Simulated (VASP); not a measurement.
# MoH5 (F-43m) in VASP: further runs

Runs on MoH5. Level: PBE. Tasks: relaxation of cell and atoms, single point.

Everything below comes from runs of VASP 6.6.1. Logs are shortened: lines on timing, memory, paths and dates and some standing lists are left out, and cuts for length are marked.

**1. The cell of the first run**

It takes space group F-43m (No. 216, cubic). Conventional cell: a = 6.042 Å, b = 6.042 Å, c = 6.042 Å, α = 90.00°, β = 90.00°, γ = 90.00°. Within 2.8 Å of H (site symmetry 3m) lie 9 H at 2.14 to 2.50 Å and 3 Mo at 2.50 Å. H (site symmetry -43m) has 12 H at 2.50 Å and 4 Mo at 2.62 Å within 3.3 Å. Within 3.3 Å of Mo (site symmetry -43m) lie 16 H at 2.50 to 2.62 Å.

**2. Relaxation of cell and atoms, PBE**

INCAR reads:

```
SYSTEM = MoH5
  PREC = Accurate
  ENCUT = 600
  EDIFF = 1E-7
  ISMEAR = 0
  SIGMA = 0.1
  LREAL = .FALSE.
  LASPH = .TRUE.
  NELM = 80
  ALGO = Normal
  ISIF = 3
  LWAVE = .FALSE.
  LCHARG = .FALSE.
  GGA = PE
  IBRION = 2
  NSW = 90
  EDIFFG = -0.04
```

KPOINTS reads:

```
Automatic mesh
0
G
  6 6 6
  0 0 0
```

POSCAR reads:

```
MoH5
1.0
    0.0000000000      3.0208249600      3.0208249600
    3.0208249600      0.0000000000      3.0208249600
    3.0208249600      3.0208249600      0.0000000000
H Mo
5 1
Direct
    0.1250000000      0.6250000000      0.6250000000
    0.6250000000      0.6250000000      0.6250000000
    0.6250000000      0.1250000000      0.6250000000
    0.6250000000      0.6250000000      0.1250000000
    0.2500000000      0.2500000000      0.2500000000
    0.0000000000      0.0000000000      0.0000000000
```

Potentials or basis: VASP PAW PBE potentials, release 64 (H, Mo_sv).

Command:

```bash
$ cat potpaw_PBE.64/H/POTCAR potpaw_PBE.64/Mo_sv/POTCAR > POTCAR
$ mpirun -np 1 vasp_std > vasp.out
```

OUTCAR:

```text
SYSTEM = MoH5
   PREC = Accurate
   ENCUT = 600
   EDIFF = 1E-7
   ISMEAR = 0
   LREAL = .FALSE.
   LASPH = .TRUE.
   NELM = 80
   ISIF = 3
   GGA = PE
   IBRION = 2
   NSW = 90
   EDIFFG = -0.04

 ion  position               nearest neighbor table
   1  0.125  0.625  0.625-
   2  0.625  0.625  0.625-
   3  0.625  0.125  0.625-
   4  0.625  0.625  0.125-
   5  0.250  0.250  0.250-
   6  0.000  0.000  0.000-

  LATTYP: Found a face centered cubic cell.
 ALAT       =     6.0416499200

  Lattice vectors:

 A1 = (   0.0000000000,   3.0208249600,   3.0208249600)
 A2 = (   3.0208249600,   0.0000000000,   3.0208249600)
 A3 = (   3.0208249600,   3.0208249600,   0.0000000000)

Analysis of symmetry for initial positions (statically):
=====================================================================
 Subroutine PRICEL returns:
 Original cell was already a primitive cell.

 Routine SETGRP: Setting up the symmetry group for a
 face centered cubic supercell.

 Subroutine GETGRP returns: Found 24 space group operations
 (whereof 24 operations were pure point group operations)
 out of a pool of 48 trial point group operations.

The static configuration has the point symmetry T_d .

Analysis of symmetry for dynamics (positions and initial velocities):
=====================================================================
 Subroutine PRICEL returns:
 Original cell was already a primitive cell.

 Routine SETGRP: Setting up the symmetry group for a
 face centered cubic supercell.

 Subroutine GETGRP returns: Found 24 space group operations
 (whereof 24 operations were pure point group operations)
 out of a pool of 48 trial point group operations.

The dynamic configuration has the point symmetry T_d .

 Subroutine INISYM returns: Found 24 space group operations
 (whereof 24 operations are pure point group operations),
 and found     1 'primitive' translations

----------------------------------------------------------------------------------------

                                     Primitive cell

  volume of cell :      55.1324

  direct lattice vectors                    reciprocal lattice vectors
     0.000000000  3.020824960  3.020824960    -0.165517700  0.165517700  0.165517700
     3.020824960  0.000000000  3.020824960     0.165517700 -0.165517700  0.165517700
     3.020824960  3.020824960  0.000000000     0.165517700  0.165517700 -0.165517700

  length of vectors
     4.272091628  4.272091628  4.272091628     0.286685066  0.286685066  0.286685066

  position of ions in fractional coordinates (direct lattice)
     0.125000000  0.625000000  0.625000000
     0.625000000  0.625000000  0.625000000
     0.625000000  0.125000000  0.625000000
     0.625000000  0.625000000  0.125000000
     0.250000000  0.250000000  0.250000000
     0.000000000  0.000000000  0.000000000

  ion indices of the primitive-cell ions
   primitive index   ion index
                 1           1
                 2           2
                 3           3
                 4           4
                 5           5
                 6           6

----------------------------------------------------------------------------------------

 KPOINTS: Automatic mesh

Automatic generation of k-mesh.
 Grid dimensions read from file:
 generate k-points for:    6    6    6

 Generating k-lattice:

  Cartesian coordinates                     Fractional coordinates (reciprocal lattice)
    -0.027586283  0.027586283  0.027586283     0.166666667  0.000000000  0.000000000
     0.027586283 -0.027586283  0.027586283     0.000000000  0.166666667  0.000000000
     0.027586283  0.027586283 -0.027586283     0.000000000  0.000000000  0.166666667

  Length of vectors
     0.047780844  0.047780844  0.047780844

  Shift w.r.t. Gamma in fractional coordinates (k-lattice)
     0.000000000  0.000000000  0.000000000

 Subroutine IBZKPT returns following result:
 ===========================================

 Found     16 irreducible k-points:

 Following reciprocal coordinates:
            Coordinates               Weight
  0.000000  0.000000  0.000000      1.000000
  0.166667  0.000000  0.000000      8.000000
  0.333333  0.000000  0.000000      8.000000
  0.500000  0.000000  0.000000      4.000000
  0.166667  0.166667  0.000000      6.000000
  0.333333  0.166667  0.000000     24.000000
[... 8 lines left out ...]
 -0.333333  0.333333  0.166667     24.000000
 -0.333333  0.500000  0.166667     12.000000
   k-points           NKPTS =     16   k-points in BZ     NKDIM =     16   number of bands    NBANDS=     13
   number of dos      NEDOS =    301   number of ions     NIONS =      6
   total plane-waves  NPLWV =  46656
   dimension x,y,z NGX =    36 NGY =   36 NGZ =   36
   dimension x,y,z NGXF=    72 NGYF=   72 NGZF=   72
   ions per type =               5   1
   NGX,Y,Z   is equivalent  to a cutoff of  14.01, 14.01, 14.01 a.u.
   NGXF,Y,Z  is equivalent  to a cutoff of  28.02, 28.02, 28.02 a.u.
 SYSTEM =  MoH5
   PREC   = accura    normal or accurate (medium, high low for compatibility)
   ISTART =      0    job   : 0-new  1-cont  2-samecut
   ICHARG =      2    charge: 1-file 2-atom 10-const
   ISPIN  =      1    spin polarized calculation?
   LNONCOLLINEAR =      F non collinear calculations
   LSORBIT =      F    spin-orbit coupling
   LASPH  =      T    aspherical Exc in radial PAW
   ENCUT  =  600.0 eV  44.10 Ry    6.64 a.u.   8.53  8.53  8.53*2*pi/ulx,y,z
   NELM   =     80;   NELMIN=  2; NELMDL= -5     # of ELM steps
   EDIFF  = 0.1E-06   stopping-criterion for ELM
   LREAL  =      F    real-space projection
   EDIFFG = -.4E-01   stopping-criterion for IOM
   NSW    =     90    number of steps for IOM
   IBRION =      2    ionic relax: 0-MD 1-quasi-New 2-CG
   NFREE  =      1    steps in history (QN), initial steepest desc. (CG)
   ISIF   =      3    stress and relaxation
   ISYM   =      2    0-nonsym 1-usesym 2-fastsym
   POTIM  = 0.5000    time-step for ionic-motion
   TEBEG  =    0.0;   TEEND  =   0.0 temperature during run
   PSTRESS=    0.0 pullay stress
   NELECT =      19.0000    total number of electrons
   NUPDOWN=      -1.0000    fix difference up-down
   EMIN   =  10.00;   EMAX   =-10.00  energy-range for DOS
   EFERMI =   0.00;   METHOD = LEGACY
   ISMEAR =     0;   SIGMA  =   0.10  broadening in eV -4-tet -1-fermi 0-gaus
   EFERMI_NEDOS =   21; number of points for ismear=-14 and -15
   IALGO  =     38    algorithm
   IMIX   =      4    mixing-type and parameters
     AMIX     =   0.40;   BMIX     =  1.00
     AMIX_MAG =   1.60;   BMIX_MAG =  1.00
  volume/ion in A,a.u.               =       9.19        62.01
  Fermi-wavevector in a.u.,A,eV,Ry     =   1.147776  2.168982 17.924176  1.317390
  Thomas-Fermi vector in A             =   2.284454
   LORBIT       =      0    0 simple, 1 ext, 2 COOP (PROOUT), +10 PAW based schemes
   GGA     = PE    functional components
   LHFCALC =     F    Hartree Fock is set to
   AEXX    =    0.0000 exact exchange contribution
   IVDW    =     0    specifies the selected vdW correction
   LEPSILON=     F    determine dielectric tensor
   LRPA    =     F    only Hartree local field effects (RPA)
 conjugate gradient relaxation of ions
 non-spin polarized calculation
 Gauss-broadening in eV      SIGMA  =   0.10
  energy-cutoff  :      600.00
  volume of cell :       55.13
 maximum number of plane-waves:      1868
 NGX is ok and might be reduce to    36
   NGX = 17   NGY = 17   NGZ = 17

--------------------------------------- Ionic step        1  -------------------------------------------

 number of electron      18.9999999 magnetization

 Free energy of the ion-electron system (eV)
  ---------------------------------------------------
  ext. energy  EPLUGINS =         0.00000000
  ---------------------------------------------------
  free energy    TOTEN  =       -19.49647507 eV

  energy without entropy =      -19.47256189  energy(sigma->0) =      -19.48451848

 E-fermi :   2.1808     XC(G=0):  -9.6178

 val. band max:        2.1753404596   @ k =   0.5000   0.5000   0.0000
 cond. band min:       2.1935188521   @ k =   0.5000   0.0000   0.0000
 fundamental gap:      0.0181783925
 Fermi energy:         2.1808410650

 k-point     1 :       0.0000    0.0000    0.0000
  band No.  band energies     occupation
      1     -59.4727      2.00000
      2     -33.4497      2.00000
      3     -33.4497      2.00000
      4     -33.4497      2.00000
      5      -6.0013      2.00000
      6       0.6483      2.00000
      7       0.6483      2.00000
      8       0.6483      2.00000
      9       1.8090      2.00000
     10       1.8090      2.00000
     11       1.9469      1.99906
     12       4.1837      0.00000
     13       4.1837      0.00000
[... 395 lines left out ...]
  energy  without entropy=      -23.4455116383  energy(sigma->0) =      -23.45253000

--------------------------------------- Ionic step        5  -------------------------------------------

 number of electron      19.0000000 magnetization

 E-fermi :  10.0603     XC(G=0): -12.8759

 val. band max:        9.7203293905   @ k =   0.3333   0.3333   0.0000
 cond. band min:      10.0806453995   @ k =   0.5000   0.0000   0.0000
 fundamental gap:      0.3603160091
 Fermi energy:        10.0603436341

 k-point     1 :       0.0000    0.0000    0.0000
  band No.  band energies     occupation
      1     -51.8340      2.00000
      2     -25.8385      2.00000
      3     -25.8385      2.00000
      4     -25.8385      2.00000
      5      -4.6077      2.00000
      6       5.8904      2.00000
      7       5.8904      2.00000
      8       5.8904      2.00000
      9       8.6790      2.00000
     10       8.7886      2.00000
     11       8.7886      2.00000
     12      13.2225      0.00000
     13      13.2225      0.00000
[... 315 lines left out ...]
  energy  without entropy=      -24.0820245855  energy(sigma->0) =      -24.08780012

--------------------------------------- Ionic step        7  -------------------------------------------

 number of electron      19.0000000 magnetization

 Free energy of the ion-electron system (eV)
  ---------------------------------------------------
  ext. energy  EPLUGINS =         0.00000000
  ---------------------------------------------------
  free energy    TOTEN  =       -24.10251197 eV

  energy without entropy =      -24.09098719  energy(sigma->0) =      -24.09674958

 E-fermi :   8.7679     XC(G=0): -12.4138

 val. band max:        8.4668723218   @ k =   0.3333   0.3333   0.0000
 cond. band min:       8.7759754729   @ k =   0.5000   0.5000   0.0000
 fundamental gap:      0.3091031511
 Fermi energy:         8.7678720957

 k-point     1 :       0.0000    0.0000    0.0000
  band No.  band energies     occupation
      1     -53.0643      2.00000
      2     -27.0725      2.00000
      3     -27.0725      2.00000
      4     -27.0725      2.00000
      5      -4.9284      2.00000
      6       5.0725      2.00000
      7       5.0725      2.00000
      8       5.0725      2.00000
      9       7.6607      2.00000
     10       7.6607      2.00000
     11       7.6648      2.00000
     12      11.8091      0.00000
     13      11.8091      0.00000
[... 271 lines left out ...]
  FREE ENERGIE OF THE ION-ELECTRON SYSTEM (eV)
  ---------------------------------------------------
  free  energy   TOTEN  =       -24.1025119669 eV

  energy  without entropy=      -24.0909871934  energy(sigma->0) =      -24.09674958

 reached required accuracy - stopping structural energy minimisation
```

It took 59 s on 1 thread of Intel Xeon 6975P-C (Granite Rapids), shared host; peak memory 0.23 GiB.

Results:

```
Free energy                            : -24.1025 eV
Relaxed volume                         : 4.83 Å³/atom
Relaxed cell                           : a = 3.448 Å, b = 3.448 Å, c = 3.448 Å, α = 60.00°, β = 60.00°, γ = 60.00°
Space group after relaxing (to 0.05 Å) : F-43m (No. 216)
Energy gained by relaxing              : 767.7 meV/atom
Ionic steps                            : 7
Pressure after relaxing                : -0.4 GPa
```

Step by step:
```
step  energy change (eV)  largest force (eV/Å)  pressure (GPa)  volume (Å³)
   1              0.0000                0.3441          -32.86        55.13
   2             -2.9008                0.2537          -32.46        41.42
   3              6.5783                1.9241          437.71        14.97
   4             -3.9631                0.2079          -25.59        35.64
   5             -4.4542                0.1399           20.44        26.37
   6             -4.5971                0.0275           -4.14        29.60
   7             -4.6060                0.0007           -0.43        28.98
```

Final structure:
```xyz
6
Lattice="0.0000 2.4381 2.4381 2.4381 0.0000 2.4381 2.4381 2.4381 0.0000" Properties=species:S:1:pos:R:3 pbc="T T T"
H     3.0567    1.8195    1.8195
H     3.0567    3.0567    3.0567
H     1.8195    3.0567    1.8195
H     1.8195    1.8195    3.0567
H     1.2190    1.2190    1.2190
Mo    0.0000    0.0000    0.0000
```

Caveat: the volume moved by over 15 % at a fixed basis, so the end points are rough.

**3. Single point, PBE**

This run uses another cell than the first one, of 4.84 Å³/atom, 0.526 times its volume.

INCAR reads:

```
SYSTEM = MoH5
PREC     = Accurate       ! precision mode
ENCUT    = 520            ! plane-wave cutoff, eV
EDIFF    = 1E-7           ! SCF threshold, eV
ISMEAR   = 0              ! smearing method
SIGMA    = 0.1            ! smearing width, eV
LREAL    = .False.        ! projectors in reciprocal space
LASPH    = .True.         ! aspherical terms in the spheres
NELM     = 60             ! most SCF steps
ALGO     = Normal         ! electronic algorithm
ISIF     = 2              ! what is computed and relaxed
LWAVE    = .False.        ! write WAVECAR
LCHARG   = .False.        ! write CHGCAR
GGA      = PE             ! functional
NBANDS   = 18             ! bands
```

KPOINTS reads:

```
Automatic mesh
0
Gamma
  14 14 14
  0 0 0
```

POSCAR reads:

```
MoH5
1.0
    0.0000000000      2.4392304011      2.4392304011
    2.4392304011      0.0000000000      2.4392304011
    2.4392304011      2.4392304011      0.0000000000
H Mo
5 1
Direct
    0.3726224520      0.3726224520      0.8821326439
    0.3726224520      0.8821326439      0.3726224520
    0.8821326439      0.3726224520      0.3726224520
    0.3726224520      0.3726224520      0.3726224520
    0.7500000000      0.7500000000      0.7500000000
    0.0000000000      0.0000000000      0.0000000000
```

Potentials or basis: VASP PAW PBE potentials, release 64 (H, Mo_sv).

Command:

```bash
$ cat potpaw_PBE.64/H/POTCAR potpaw_PBE.64/Mo_sv/POTCAR > POTCAR
$ mpirun -np 1 vasp_std > vasp.out
```

It took 25 s on 1 thread of Intel Xeon 6975P-C (Granite Rapids), shared host; peak memory 0.19 GiB.

The run converged. Its results:

```
Free energy : -24.0321 eV
Pressure    : 0.0 GPa
```

Levels at points of the mesh, in eV from the Fermi level:
| k point | band 8 | band 9 | band 10 | band 11 | band 12 | band 13 |
| --- | --- | --- | --- | --- | --- | --- |
| (0.00, 0.00, 0.00) | -3.64 | -1.10 | -1.04 | -1.04 | 3.11 | 3.11 |
| (0.50, 0.00, 0.00) | -4.33 | -0.89 | 0.08 | 0.08 | 2.18 | 4.96 |
| (0.50, 0.50, 0.00) | -1.16 | -1.16 | 0.07 | 0.56 | 0.56 | 3.28 |
